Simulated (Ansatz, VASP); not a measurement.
**Pt: VASP and Ansatz over several settings**

```
Pt
1.0
    -1.58422    1.58422    1.58422
     1.58422   -1.58422    1.58422
     1.58422    1.58422   -1.58422
Pt
1
Direct
  0.00000 0.00000 0.00000
```

Single points on this cell with VASP 6.6.1 and Ansatz 0.2.0. Each row is one pair of runs. Alike in all rows: spin: off; k mesh: 12 × 12 × 12; VASP's potentials, cutoff: VASP PAW PBE potentials, release 64 (Pt), 520 eV; Ansatz's potentials, cutoff: Ansatz PAW, 420 eV.

```tsv
level	smearing	gap on the k mesh at the Fermi level (eV), VASP	gap on the k mesh at the Fermi level (eV), Ansatz	pressure (GPa), VASP	pressure (GPa), Ansatz
PBE	gaussian, width 0.013 eV	none	none	-1.9	-1.4
PBE	gaussian, width 0.014 eV	none	none	-1.9	-1.4
PBE	gaussian, width 0.015 eV	none	none	-1.9	-1.4
PBE	gaussian, width 0.016 eV	none	none	-1.9	-1.4
PBE	gaussian, width 0.017 eV	none	none	-1.9	-1.4
PBE	gaussian, width 0.018 eV	none	none	-1.9	-1.4
PBE	gaussian, width 0.011 eV	?	none	?	-1.4
PBE	gaussian, width 0.021 eV	none	none	-1.9	-1.4
```

**Question.** Fill in what VASP gave in row 7.

**Answer.** gap on the k mesh at the Fermi level (eV): none; pressure (GPa): -1.9.

VASP's potentials hold 10 valence electrons a cell and Ansatz's 18, so a difference there can come from the potentials and not from the codes.

A gap of «none» marks a metal or a gap that the smearing closes.

Spin-orbit coupling is off throughout.
